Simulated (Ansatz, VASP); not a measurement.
# HgTe in VASP and in Ansatz

```
Hg Te
1.0
     0.00000    3.22350    3.22350
     3.22350    0.00000    3.22350
     3.22350    3.22350    0.00000
Hg Te
1 1
Cartesian
  0.0000 0.0000 0.0000
  1.6118 1.6118 1.6118
```

Alike in both runs: functional PBE; k mesh 13 × 13 × 13; occupations fermi-dirac, width 0.05 eV; no spin polarisation.

Ansatz relaxed the structure, and its values are those at the end. VASP's run is a single point on that final structure, the one shown.

```csv
,VASP,Ansatz
version,VASP 6.6.1,Ansatz 0.2.0
potentials or method,"VASP PAW PBE potentials, release 64 (Hg, Te)","plane-wave PAW, scalar-relativistic"
plane-wave cutoff (eV),520,420
valence electrons in the cell,18,36
```

|  | VASP | Ansatz | Ansatz less VASP |
| --- | --- | --- | --- |
| pressure (GPa) | 4.1 | 4.1 | -0.07 |

VASP's potentials hold 18 valence electrons a cell and Ansatz's 36, so a difference there can come from the potentials and not from the codes. Ansatz's warnings: stress scf threshold loose.

Neither program's run includes spin-orbit coupling.
